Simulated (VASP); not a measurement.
# Ti (P6_3/mmc) in VASP: single point with PBE

Aim: the single point of Ti with PBE.

Everything below comes from runs of VASP 6.6.1. Logs are shortened: lines on timing, memory, paths and dates and some standing lists are left out, and cuts for length are marked.

## Step 1: The cell of the first run

The structure is hexagonal, space group P6_3/mmc (No. 194). Conventional cell: a = 2.950 Å, b = 2.950 Å, c = 4.680 Å, α = 90.00°, β = 90.00°, γ = 120.00°. Ti (site symmetry -6m2) has 12 Ti at 2.89 to 2.95 Å within 3.8 Å.

## Step 2: Single point, PBE

File INCAR:

```
ALGO = Normal
EDIFF = 1E-6
ENCUT = 520
GGA = PE
ISIF = 2
ISMEAR = 1
LASPH = True
LCHARG = False
LREAL = False
LWAVE = False
NBANDS = 19
NELM = 80
PREC = Accurate
SIGMA = 0.1
```

File KPOINTS:

```
k-points
0
Gamma
  10 10 6
```

File POSCAR:

```
Ti
1.0
    2.9500000000      0.0000000000      0.0000000000
   -1.4750000000      2.5548000000      0.0000000000
    0.0000000000      0.0000000000      4.6800000000
Ti
2
Direct
    0.3333333333      0.6666666667      0.2500000000
    0.6666666667      0.3333333333      0.7500000000
```

Potentials or basis: VASP PAW PBE potentials, release 64 (Ti_sv).

Command:

```console
$ cat potpaw_PBE.64/Ti_sv/POTCAR > POTCAR
$ mpirun -np 1 vasp_std > vasp.out
```

OUTCAR:

```text
EDIFF = 1E-6
   ENCUT = 520
   GGA = PE
   ISIF = 2
   ISMEAR = 1
   LASPH = True
   LREAL = False
   NELM = 80
   PREC = Accurate

 ion  position               nearest neighbor table
   1  0.333  0.667  0.250-   2 2.89   2 2.89   2 2.89   2 2.89   2 2.89   2 2.89
   2  0.667  0.333  0.750-   1 2.89   1 2.89   1 2.89   1 2.89   1 2.89   1 2.89

  LATTYP: Found a hexagonal cell.
 ALAT       =     2.9500000000
 C/A-ratio  =     1.5864406780

  Lattice vectors:

 A1 = (   2.9500000000,   0.0000000000,   0.0000000000)
 A2 = (  -1.4750000000,   2.5548000000,   0.0000000000)
 A3 = (   0.0000000000,   0.0000000000,   4.6800000000)

Analysis of symmetry for initial positions (statically):
=====================================================================
 Subroutine PRICEL returns:
 Original cell was already a primitive cell.

 Routine SETGRP: Setting up the symmetry group for a
 hexagonal supercell.

 Subroutine GETGRP returns: Found 24 space group operations
 (whereof 12 operations were pure point group operations)
 out of a pool of 24 trial point group operations.

The static configuration has the point symmetry D_3d.
 The point group associated with its full space group is D_6h.

Analysis of symmetry for dynamics (positions and initial velocities):
=====================================================================
 Subroutine PRICEL returns:
 Original cell was already a primitive cell.

 Routine SETGRP: Setting up the symmetry group for a
 hexagonal supercell.

 Subroutine GETGRP returns: Found 24 space group operations
 (whereof 12 operations were pure point group operations)
 out of a pool of 24 trial point group operations.

The dynamic configuration has the point symmetry D_3d.
 The point group associated with its full space group is D_6h.

 Subroutine INISYM returns: Found 24 space group operations
 (whereof 12 operations are pure point group operations),
 and found     1 'primitive' translations

----------------------------------------------------------------------------------------

                                     Primitive cell

  volume of cell :      35.2716

  direct lattice vectors                    reciprocal lattice vectors
     2.950000000  0.000000000  0.000000000     0.338983051  0.195710036  0.000000000
    -1.475000000  2.554800000  0.000000000     0.000000000  0.391420072  0.000000000
     0.000000000  0.000000000  4.680000000     0.000000000  0.000000000  0.213675214

  length of vectors
     2.950000000  2.950021702  4.680000000     0.391422951  0.391420072  0.213675214

  position of ions in fractional coordinates (direct lattice)
     0.333333333  0.666666667  0.250000000
     0.666666667  0.333333333  0.750000000

  ion indices of the primitive-cell ions
   primitive index   ion index
                 1           1
                 2           2

----------------------------------------------------------------------------------------

 KPOINTS: k-points

Automatic generation of k-mesh.
 Grid dimensions read from file:
 generate k-points for:   10   10    6

 Generating k-lattice:

  Cartesian coordinates                     Fractional coordinates (reciprocal lattice)
     0.033898305  0.019571004  0.000000000     0.100000000 -0.000000000  0.000000000
     0.000000000  0.039142007  0.000000000     0.000000000  0.100000000  0.000000000
     0.000000000  0.000000000  0.035612536     0.000000000  0.000000000  0.166666667

  Length of vectors
     0.039142295  0.039142007  0.035612536

  Shift w.r.t. Gamma in fractional coordinates (k-lattice)
     0.000000000  0.000000000  0.000000000

 Subroutine IBZKPT returns following result:
 ===========================================

 Found     56 irreducible k-points:

 Following reciprocal coordinates:
            Coordinates               Weight
  0.000000  0.000000  0.000000      1.000000
  0.100000 -0.000000  0.000000      6.000000
  0.200000 -0.000000  0.000000      6.000000
  0.300000  0.000000  0.000000      6.000000
  0.400000 -0.000000  0.000000      6.000000
  0.500000 -0.000000  0.000000      3.000000
[... 16 lines left out ...]
  0.300000  0.100000  0.166667     24.000000
  0.400000  0.100000  0.166667     24.000000
 [... further k-points ...]
   k-points           NKPTS =     56   k-points in BZ     NKDIM =     56   number of bands    NBANDS=     19
   number of dos      NEDOS =    301   number of ions     NIONS =      2
   total plane-waves  NPLWV =  20736
   dimension x,y,z NGX =    24 NGY =   24 NGZ =   36
   dimension x,y,z NGXF=    48 NGYF=   48 NGZF=   72
   ions per type =               2
   NGX,Y,Z   is equivalent  to a cutoff of  13.53, 13.52, 12.79 a.u.
   NGXF,Y,Z  is equivalent  to a cutoff of  27.05, 27.05, 25.58 a.u.
 SYSTEM =  unknown system
   PREC   = accura    normal or accurate (medium, high low for compatibility)
   ISTART =      0    job   : 0-new  1-cont  2-samecut
   ICHARG =      2    charge: 1-file 2-atom 10-const
   ISPIN  =      1    spin polarized calculation?
   LNONCOLLINEAR =      F non collinear calculations
   LSORBIT =      F    spin-orbit coupling
   LASPH  =      T    aspherical Exc in radial PAW
   ENCUT  =  520.0 eV  38.22 Ry    6.18 a.u.   5.49  5.49  8.70*2*pi/ulx,y,z
   NELM   =     80;   NELMIN=  2; NELMDL= -5     # of ELM steps
   EDIFF  = 0.1E-05   stopping-criterion for ELM
   LREAL  =      F    real-space projection
   EDIFFG = 0.1E-04   stopping-criterion for IOM
   NSW    =      0    number of steps for IOM
   IBRION =     -1    ionic relax: 0-MD 1-quasi-New 2-CG
   NFREE  =      0    steps in history (QN), initial steepest desc. (CG)
   ISIF   =      2    stress and relaxation
   ISYM   =      2    0-nonsym 1-usesym 2-fastsym
   POTIM  = 0.5000    time-step for ionic-motion
   TEBEG  =    0.0;   TEEND  =   0.0 temperature during run
   PSTRESS=    0.0 pullay stress
   NELECT =      24.0000    total number of electrons
   NUPDOWN=      -1.0000    fix difference up-down
   EMIN   =  10.00;   EMAX   =-10.00  energy-range for DOS
   EFERMI =   0.00;   METHOD = LEGACY
   ISMEAR =     1;   SIGMA  =   0.10  broadening in eV -4-tet -1-fermi 0-gaus
   EFERMI_NEDOS =   21; number of points for ismear=-14 and -15
   IALGO  =     38    algorithm
   IMIX   =      4    mixing-type and parameters
     AMIX     =   0.40;   BMIX     =  1.00
     AMIX_MAG =   1.60;   BMIX_MAG =  1.00
  volume/ion in A,a.u.               =      17.64       119.01
  Fermi-wavevector in a.u.,A,eV,Ry     =   1.439915  2.721046 28.209727  2.073356
  Thomas-Fermi vector in A             =   2.558718
   LORBIT       =      0    0 simple, 1 ext, 2 COOP (PROOUT), +10 PAW based schemes
   GGA     = PE    functional components
   LHFCALC =     F    Hartree Fock is set to
   AEXX    =    0.0000 exact exchange contribution
   IVDW    =     0    specifies the selected vdW correction
   LEPSILON=     F    determine dielectric tensor
   LRPA    =     F    only Hartree local field effects (RPA)
 non-spin polarized calculation
 Methfessel and Paxton  Order N= 1 SIGMA  =   0.10
  energy-cutoff  :      520.00
  volume of cell :       35.27
 maximum number of plane-waves:       973
 NGX is ok and might be reduce to    24
   NGX = 11   NGY = 11   NGZ = 17

 number of electron      24.0000005 magnetization

 Free energy of the ion-electron system (eV)
  ---------------------------------------------------
  ext. energy  EPLUGINS =         0.00000000
  ---------------------------------------------------
  free energy    TOTEN  =       -15.66571308 eV

  energy without entropy =      -15.66403614  energy(sigma->0) =      -15.66515410

 E-fermi :   8.1603     XC(G=0): -11.4265

 val. band max:        8.1554605251   @ k =   0.0000   0.0000   0.3333
 cond. band min:       8.1786249321   @ k =   0.3000   0.3000   0.3333
 fundamental gap:      0.0231644070
 Fermi energy:         8.1603175334

 k-point     1 :       0.0000    0.0000    0.0000
  band No.  band energies     occupation
      1     -48.7174      2.00000
      2     -48.5898      2.00000
      3     -25.2879      2.00000
      4     -24.6726      2.00000
      5     -24.6725      2.00000
      6     -24.6168      2.00000
[... 11 lines left out ...]
     18       9.7741     -0.00000
     19      11.2625      0.00000

 k-point     2 :       0.1000   -0.0000    0.0000
  band No.  band energies     occupation
      1     -48.7083      2.00000
      2     -48.5862      2.00000
      3     -25.2672      2.00000
      4     -24.7148      2.00000
      5     -24.6866      2.00000
      6     -24.6257      2.00000
[... 11 lines left out ...]
     18       9.6278     -0.00000
     19      11.3385      0.00000

 k-point     3 :       0.2000   -0.0000    0.0000
  band No.  band energies     occupation
      1     -48.6836      2.00000
      2     -48.5774      2.00000
      3     -25.2094      2.00000
      4     -24.8265      2.00000
      5     -24.7329      2.00000
      6     -24.7219      2.00000
[... 11 lines left out ...]
     18      10.0684     -0.00000
     19      11.4792      0.00000

 k-point     4 :       0.3000    0.0000    0.0000
  band No.  band energies     occupation
      1     -48.6509      2.00000
      2     -48.5686      2.00000
      3     -25.1269      2.00000
      4     -24.9661      2.00000
      5     -24.8652      2.00000
      6     -24.7634      2.00000
[... 11 lines left out ...]
     18      10.7233      0.00000
     19      11.5893      0.00000

 k-point     5 :       0.4000   -0.0000    0.0000
  band No.  band energies     occupation
      1     -48.6208      2.00000
      2     -48.5649      2.00000
      3     -25.0796      2.00000
      4     -25.0415      2.00000
      5     -24.9684      2.00000
      6     -24.7960      2.00000
[... 11 lines left out ...]
     18      11.4415      0.00000
     19      11.6487      0.00000

 k-point     6 :       0.5000   -0.0000    0.0000
  band No.  band energies     occupation
      1     -48.6071      2.00000
      2     -48.5656      2.00000
      3     -25.1230      2.00000
      4     -25.0070      2.00000
      5     -24.9976      2.00000
      6     -24.8082      2.00000
[... 11 lines left out ...]
     18      11.6741      0.00000
     19      12.4388      0.00000

 k-point     7 :       0.1000    0.1000    0.0000
  band No.  band energies     occupation
      1     -48.6914      2.00000
      2     -48.5800      2.00000
      3     -25.2279      2.00000
      4     -24.7809      2.00000
      5     -24.7404      2.00000
      6     -24.6732      2.00000
[... 11 lines left out ...]
     18       9.9758     -0.00000
     19      11.4184      0.00000

 k-point     8 :       0.2000    0.1000    0.0000
  band No.  band energies     occupation
      1     -48.6626      2.00000
      2     -48.5713      2.00000
      3     -25.1574      2.00000
      4     -24.8960      2.00000
      5     -24.8407      2.00000
      6     -24.7341      2.00000
[... 256 lines left out ...]
 k-point    20 :       0.5000   -0.0000    0.1667
  band No.  band energies     occupation
      1     -48.6043      2.00000
      2     -48.5684      2.00000
      3     -25.1641      2.00000
      4     -25.0507      2.00000
      5     -24.9337      2.00000
      6     -24.7975      2.00000
[... 11 lines left out ...]
     18      11.6622      0.00000
     19      12.1553      0.00000

 k-point    21 :       0.1000    0.1000    0.1667
  band No.  band energies     occupation
      1     -48.6840      2.00000
      2     -48.5875      2.00000
      3     -25.1960      2.00000
      4     -24.7691      2.00000
      5     -24.7585      2.00000
      6     -24.7016      2.00000
[... 11 lines left out ...]
     18      10.0792     -0.00000
     19      11.3845      0.00000

 k-point    22 :       0.2000    0.1000    0.1667
  band No.  band energies     occupation
      1     -48.6565      2.00000
      2     -48.5774      2.00000
      3     -25.1454      2.00000
      4     -24.8859      2.00000
      5     -24.8523      2.00000
      6     -24.7471      2.00000
[... 11 lines left out ...]
     18      10.5903      0.00000
     19      11.4578      0.00000

 k-point    23 :       0.3000    0.1000    0.1667
  band No.  band energies     occupation
      1     -48.6264      2.00000
      2     -48.5698      2.00000
      3     -25.1146      2.00000
      4     -24.9907      2.00000
      5     -24.9260      2.00000
      6     -24.7930      2.00000
[... 11 lines left out ...]
     18      11.1432      0.00000
     19      11.6613      0.00000

 k-point    24 :       0.4000    0.1000    0.1667
  band No.  band energies     occupation
      1     -48.6045      2.00000
      2     -48.5683      2.00000
      3     -25.1420      2.00000
      4     -25.0345      2.00000
      5     -24.9352      2.00000
      6     -24.8138      2.00000
[... 11 lines left out ...]
     18      11.5246      0.00000
     19      12.2285      0.00000

 [... further k-points ...]
[... 5 lines left out ...]
  --------------------------------------------------------------------------------------
  -------------------------------------------------------------------------------------
  Total       -0.3506450     -0.3506519     -0.4200585      0.0000000      0.0000000      0.0000000
  in kB      -15.9277144    -15.9280269    -19.0807566      0.0000000      0.0000000      0.0000000
  external PRESSURE =     -16.9788327 kB  Pullay stress =       0.0000000 kB

 VOLUME and BASIS-vectors are now :
 -----------------------------------------------------------------------------
  energy-cutoff  :      520.00
  volume of cell :       35.27
      direct lattice vectors                 reciprocal lattice vectors
     2.950000000  0.000000000  0.000000000     0.338983051  0.195710036  0.000000000
    -1.475000000  2.554800000  0.000000000     0.000000000  0.391420072  0.000000000
     0.000000000  0.000000000  4.680000000     0.000000000  0.000000000  0.213675214

 POSITION                                       TOTAL-FORCE (eV/Angst)
 -----------------------------------------------------------------------------------
     -0.00000      1.70320      1.17000        -0.000000      0.000000      0.000000
      1.47500      0.85160      3.51000         0.000000     -0.000000      0.000000
 -----------------------------------------------------------------------------------
    total drift:                               -0.000000      0.000000     -0.000000

  FREE ENERGIE OF THE ION-ELECTRON SYSTEM (eV)
  ---------------------------------------------------
  free  energy   TOTEN  =       -15.6657130840 eV

  energy  without entropy=      -15.6640361353  energy(sigma->0) =      -15.66515410
```

It took 22 s on 1 thread of Intel Xeon Platinum 8488C (Sapphire Rapids), shared host; peak memory 0.17 GiB.

What came out:

- Free energy: -15.6657 eV
- Pressure: -1.7 GPa
- Band gap on the k mesh: zero (band 12 reaches 8.94 eV, above the bottom of band 13 at 7.94 eV)
